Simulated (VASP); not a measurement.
Ti:

```
Ti
1.0
     0.00000    2.03000    2.03000
     2.03000    0.00000    2.03000
     2.03000    2.03000    0.00000
Ti
1
Direct
  0.00000 0.00000 0.00000
```

Base run:

* Program: VASP 6.6.1
* Functional: PBE
* Potentials or basis: VASP PAW PBE potentials, release 64 (Ti_sv)
* Cutoff: 520 eV
* k mesh: 11 × 11 × 11
* Occupations: gaussian, width 0.016 eV
* Spin: no spin polarisation

Its results: band gap on the k mesh zero (band 6 reaches 9.54 eV, above the bottom of band 7 at 8.35 eV); pressure 3.5 GPa.

Problem. The run is repeated on the same cell with these changes: functional from PBE to PBEsol; occupations from gaussian, width 0.016 eV to fermi-dirac, width 0.01 eV. What comes out?

Solution. Band gap on the k mesh zero (band 6 reaches 9.41 eV, above the bottom of band 7 at 8.22 eV); pressure -1.2 GPa.

Caveats: the PAW data sets were made with another functional, which shifts forces and pressure a little (some runs).
